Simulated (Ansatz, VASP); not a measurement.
# AgCl in VASP and in Ansatz

POSCAR

```
AgCl
1.0
    3.3955880382      0.0000000000      0.0000000000
    0.0000000000      3.3955880382      0.0000000000
    0.0000000000      0.0000000000      3.3955880382
Ag Cl
1 1
Direct
    0.0000000000      0.0000000000      0.0000000000
    0.5000000000      0.5000000000      0.5000000000
```

File INCAR.step1:

```
SYSTEM = AgCl
PREC     = Accurate       ! precision mode
ENCUT    = 520            ! plane-wave cutoff, eV
EDIFF    = 1E-5           ! SCF threshold, eV
ISMEAR   = 0              ! smearing method
SIGMA    = 0.01           ! smearing width, eV
LREAL    = .False.        ! projectors in reciprocal space
LASPH    = .True.         ! aspherical terms in the spheres
NELM     = 80             ! most SCF steps
ALGO     = Normal         ! electronic algorithm
ISIF     = 2              ! what is computed and relaxed
LWAVE    = .True.         ! write WAVECAR
LCHARG   = .False.        ! write CHGCAR
NBANDS   = 16             ! bands
GGA      = PE             ! functional
```

File INCAR.step2:

```
SYSTEM = AgCl
PREC     = Accurate       ! precision mode
ENCUT    = 520            ! plane-wave cutoff, eV
EDIFF    = 1E-7           ! SCF threshold, eV
ISMEAR   = 0              ! smearing method
SIGMA    = 0.01           ! smearing width, eV
LREAL    = .False.        ! projectors in reciprocal space
LASPH    = .True.         ! aspherical terms in the spheres
NELM     = 80             ! most SCF steps
ALGO     = Normal         ! electronic algorithm
ISIF     = 2              ! what is computed and relaxed
LWAVE    = .False.        ! write WAVECAR
LCHARG   = .False.        ! write CHGCAR
GGA      = PE             ! functional
LHFCALC  = .True.         ! exact exchange
AEXX     = 0.35           ! exact-exchange fraction
HFSCREEN = 0.5            ! screening, 1/A
PRECFOCK = Normal       
NBANDS   = 16             ! bands
ISTART   = 1
```

The input KPOINTS:

```
regular mesh
0
Gamma
  4 4 4
  0 0 0
```

Input for Ansatz:

```yaml
crystal:
  lattice:
    - [3.3955880382, 0.0, 0.0]
    - [0.0, 3.3955880382, 0.0]
    - [0.0, 0.0, 3.3955880382]
  atoms:
    - { symbol: Ag, position: [0.0, 0.0, 0.0] }
    - { symbol: Cl, position: [0.5, 0.5, 0.5] }
kpoints:
  mp_grid: { grid: [4, 4, 4] }
hamiltonian:
  xc: { exchange: pbe, correlation: pbe, exx: { coeff: 0.35, omega: 0.5 } }
scf:
  occupations: { method: fixed }
  n_extra_bands: 4
output:
  forces: true
  stress: true
  eigenvalues: true
```

Alike in both runs: task single point; functional PBE-based screened hybrid; k mesh 4 × 4 × 4; no spin polarisation.

|  | VASP | Ansatz |
| --- | --- | --- |
| version | VASP 6.6.1 | Ansatz 0.2.0 |
| potentials or method | VASP PAW PBE potentials, release 64 (Ag, Cl) | plane waves |
| plane-wave cutoff (eV) | 520 | 420 |
| occupations | gaussian, width 0.01 eV | fixed |
| valence electrons in the cell | 18 | 26 |

|  | VASP | Ansatz | Ansatz less VASP |
| --- | --- | --- | --- |
| gap on the k mesh at the Fermi level (eV) | 1.76 | 1.78 | +0.019 |
| pressure (GPa) | 1.6 | 1.7 | +0.13 |

VASP's potentials were made for PBE, not for PBE-based screened hybrid. VASP's potentials hold 18 valence electrons a cell and Ansatz's 26, so a difference there can come from the potentials and not from the codes. Ansatz's warnings: stress exchange threshold loose, stress scf threshold loose.

The k mesh is coarse, so the values compare programs but aren't converged.
